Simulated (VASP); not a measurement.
# Ti (Fm-3m) in VASP: further runs, part 2 of 2

VASP 6.6.1. The steps go on from the part before.

### Step 4. Single point, r2SCAN, collinear spin (18.73 Å³/atom)

This run uses another cell than the first one, of 18.73 Å³/atom.

POSCAR

```
Ti
1.0
    0.0000000000      2.1077530554      2.1077530554
    2.1077530554      0.0000000000      2.1077530554
    2.1077530554      2.1077530554      0.0000000000
Ti
1
Direct
    0.0000000000      0.0000000000      0.0000000000
```

INCAR.step1

```
ALGO = Normal
EDIFF = 1E-4
ENCUT = 520
GGA = PE
ISMEAR = -1
ISPIN = 2
LASPH = T
LCHARG = F
LMAXMIX = 4
LREAL = F
LWAVE = T
MAGMOM = 1
NBANDS = 16
NELM = 150
PREC = Accurate
SIGMA = 0.05
```

INCAR.step2

```
ALGO = Normal
EDIFF = 1E-6
ENCUT = 520
ISIF = 2
ISMEAR = -1
ISPIN = 2
ISTART = 1
LASPH = T
LCHARG = F
LMAXMIX = 4
LMIXTAU = T
LORBIT = 11
LREAL = F
LWAVE = F
MAGMOM = 1
METAGGA = R2SCAN
NBANDS = 16
NELM = 150
PREC = Accurate
SIGMA = 0.05
```

KPOINTS

```
k-points
0
Gamma
  15 15 15
```

Potentials or basis: VASP PAW PBE potentials, release 64 (Ti_sv).

The run is started by

```bash
$ cat potpaw_PBE.64/Ti_sv/POTCAR > POTCAR
$ cp INCAR.step1 INCAR
$ mpirun -np 1 vasp_std > vasp.out
$ cp INCAR.step2 INCAR
$ mpirun -np 1 vasp_std > vasp.out
```

OUTCAR:

```text
EDIFF = 1E-6
   ENCUT = 520
   ISIF = 2
   ISMEAR = -1
   ISPIN = 2
   ISTART = 1
   LASPH = T
   LORBIT = 11
   LREAL = F
   METAGGA = R2SCAN
   NELM = 150
   PREC = Accurate

 ion  position               nearest neighbor table
   1  0.000  0.000  0.000-

  LATTYP: Found a face centered cubic cell.
 ALAT       =     4.2155061108

  Lattice vectors:

 A1 = (   0.0000000000,   2.1077530554,   2.1077530554)
 A2 = (   2.1077530554,   0.0000000000,   2.1077530554)
 A3 = (   2.1077530554,   2.1077530554,   0.0000000000)

Analysis of symmetry for initial positions (statically):
=====================================================================
 Subroutine PRICEL returns:
 Original cell was already a primitive cell.

 Routine SETGRP: Setting up the symmetry group for a
 face centered cubic supercell.

 Subroutine GETGRP returns: Found 48 space group operations
 (whereof 48 operations were pure point group operations)
 out of a pool of 48 trial point group operations.

The static configuration has the point symmetry O_h .

Analysis of symmetry for dynamics (positions and initial velocities):
[... 635 lines left out ...]

 [... further k-points ...]

 spin component 2

 k-point     1 :       0.0000    0.0000    0.0000
  band No.  band energies     occupation
      1     -51.7560      1.00000
      2     -26.6340      1.00000
      3     -26.6339      1.00000
      4     -26.6339      1.00000
      5       1.1558      1.00000
      6       8.3853      0.00000
[... 435 lines left out ...]
      5       2.3475      1.00000
      6       7.6255      0.02595
[... 8 lines left out ...]
     15      31.7147      0.00000
     16      32.5534      0.00000

 [... further k-points ...]

------------------------ aborting loop because EDIFF is reached ----------------------------------------

  FORCE on cell =-STRESS in cart. coord.  units (eV):
  Direction    XX          YY          ZZ          XY          YZ          ZX
  --------------------------------------------------------------------------------------
  -------------------------------------------------------------------------------------
  Total       -0.8347110     -0.8347110     -0.8347110     -0.0000000      0.0000000      0.0000000
  in kB      -71.4097546    -71.4097546    -71.4097546     -0.0000000      0.0000000      0.0000000
  external PRESSURE =     -71.4097546 kB  Pullay stress =       0.0000000 kB

 VOLUME and BASIS-vectors are now :
 -----------------------------------------------------------------------------
  energy-cutoff  :      520.00
  volume of cell :       18.73
      direct lattice vectors                 reciprocal lattice vectors
     0.000000000  2.107753055  2.107753055    -0.237219440  0.237219440  0.237219440
     2.107753055  0.000000000  2.107753055     0.237219440 -0.237219440  0.237219440
     2.107753055  2.107753055  0.000000000     0.237219440  0.237219440 -0.237219440

 POSITION                                       TOTAL-FORCE (eV/Angst)
 -----------------------------------------------------------------------------------
      0.00000      0.00000      0.00000         0.000000      0.000000     -0.000000
 -----------------------------------------------------------------------------------
    total drift:                                0.000000      0.000000     -0.000000

  FREE ENERGIE OF THE ION-ELECTRON SYSTEM (eV)
  ---------------------------------------------------
  free  energy   TOTEN  =       -12.8564349605 eV

  energy  without entropy=      -12.8425721574  energy(sigma->0) =      -12.84950356

 total charge

# of ion       s       p       d       tot
------------------------------------------
    1        2.230   6.124   1.779  10.133

 magnetization (x)

# of ion       s       p       d       tot
------------------------------------------
    1       -0.000  -0.000  -0.000  -0.000
```

OUTCAR.step1:

```text
EDIFF = 1E-4
   ENCUT = 520
   GGA = PE
   ISMEAR = -1
   ISPIN = 2
   LASPH = T
[... 1149 lines left out ...]

 POSITION                                       TOTAL-FORCE (eV/Angst)
 -----------------------------------------------------------------------------------
      0.00000      0.00000      0.00000        -0.000000      0.000000     -0.000000
 -----------------------------------------------------------------------------------
    total drift:                                0.000000      0.000000      0.000000

  FREE ENERGIE OF THE ION-ELECTRON SYSTEM (eV)
  ---------------------------------------------------
  free  energy   TOTEN  =        -7.7530680673 eV

  energy  without entropy=       -7.7380650523  energy(sigma->0) =       -7.74556656
```

OSZICAR.step1:

```text
N       E                     dE             d eps       ncg     rms          rms(c)
DAV:   1     0.899088910318E+02    0.89909E+02   -0.57018E+03  7720   0.841E+02
DAV:   2    -0.438300374876E+01   -0.94292E+02   -0.90074E+02  8440   0.246E+02
DAV:   3    -0.865605609916E+01   -0.42731E+01   -0.42450E+01  9232   0.522E+01
DAV:   4    -0.873770124522E+01   -0.81645E-01   -0.81606E-01  9176   0.680E+00
DAV:   5    -0.873943224807E+01   -0.17310E-02   -0.17310E-02  9248   0.868E-01    0.896E+00
DAV:   6    -0.774571574498E+01    0.99372E+00   -0.12587E+00  7952   0.166E+01    0.222E+00
DAV:   7    -0.774105515136E+01    0.46606E-02   -0.13108E-01  9960   0.325E+00    0.150E+00
DAV:   8    -0.774678894653E+01   -0.57338E-02   -0.21220E-02  7968   0.149E+00    0.849E-01
DAV:   9    -0.775258773087E+01   -0.57988E-02   -0.11021E-02  8000   0.987E-01    0.281E-01
DAV:  10    -0.775302156510E+01   -0.43383E-03   -0.81192E-04  9552   0.206E-01    0.470E-02
DAV:  11    -0.775306806734E+01   -0.46502E-04   -0.79410E-05  6560   0.790E-02
   1 F= -.77530681E+01 E0= -.77455666E+01  d E =-.150030E-01  mag=    -0.0009
```

Run time: 91 s. Hardware: 1 thread of Intel Xeon 6975P-C (Granite Rapids), shared host; peak memory 0.19 GiB.

What came out:

```
Free energy                                           : -12.8564 eV
Pressure                                              : -7.1 GPa
Band gap on the k mesh                                : zero (filled and empty bands overlap)
Net moment                                            : 0.00 μB per cell
Valence electrons inside the program's atomic spheres : Ti 10.13
```

Levels at points of the mesh, in eV from the Fermi level:
Spin up:
| k point | band 2 | band 3 | band 4 | band 5 | band 6 | band 7 | band 8 | band 9 | band 10 | band 11 |
| --- | --- | --- | --- | --- | --- | --- | --- | --- | --- | --- |
| (0.00, 0.00, 0.00) | -34.08 | -34.08 | -34.08 | -6.29 | 0.94 | 0.94 | 0.94 | 2.58 | 2.58 | 15.38 |
Spin down:
| k point | band 2 | band 3 | band 4 | band 5 | band 6 | band 7 | band 8 | band 9 | band 10 | band 11 |
| --- | --- | --- | --- | --- | --- | --- | --- | --- | --- | --- |
| (0.00, 0.00, 0.00) | -34.08 | -34.08 | -34.08 | -6.29 | 0.94 | 0.94 | 0.94 | 2.58 | 2.58 | 15.38 |

Caveat: the cell stands under tension; the PAW data sets were made with another functional, which shifts forces and pressure a little.

### Step 5. Summary

| cell | gap on the mesh (eV) | pressure (GPa) | moment (μB) |
| --- | --- | --- | --- |
| a = 2.905 Å, angles 60.0°, 1 atom | none | 0.5 | 0.00 |
| a = 2.944 Å, angles 60.0°, 1 atom | none | -3.7 | 0.00 |
| a = 2.981 Å, angles 60.0°, 1 atom | none | -7.1 | 0.00 |

Alike in all rows: task single point; level r2SCAN; potentials or basis VASP PAW PBE potentials, release 64 (Ti_sv); spin collinear; k mesh 15 × 15 × 15; cutoff (eV) 520; smearing fermi-dirac 0.05 eV.

Caveats: the PAW data sets were made with another functional, which shifts forces and pressure a little; the cell stands under tension (at least some runs).

Total energies depend on the potentials used, so only differences within one code and one set of settings carry meaning.
